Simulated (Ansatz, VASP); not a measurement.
## Fe: VASP beside Ansatz

```
Fe
1.0
     0.00000    1.72553    1.72553
     1.72553    0.00000    1.72553
     1.72553    1.72553    0.00000
Fe
1
Direct
  0.00000 0.00000 0.00000
```

Alike in both runs: task single point; functional PBE; k mesh 26 × 26 × 26; occupations fermi-dirac, width 0.1 eV; no spin polarisation.

|  | VASP | Ansatz |
| --- | --- | --- |
| version | VASP 6.6.1 | Ansatz 0.2.0 |
| potentials or method | VASP PAW PBE potentials, release 64 (Fe), cutoff 520 eV | plane waves (420 eV) with PAW, scalar-relativistic |
| valence electrons in the cell | 8 | 16 |

VASP gave:

```
pressure (GPa) : -0.5
```

Question: Estimate Ansatz's values.

Answer: Pressure (GPa): 0.1.

VASP's potentials hold 8 valence electrons a cell and Ansatz's 16, so a difference there can come from the potentials and not from the codes.
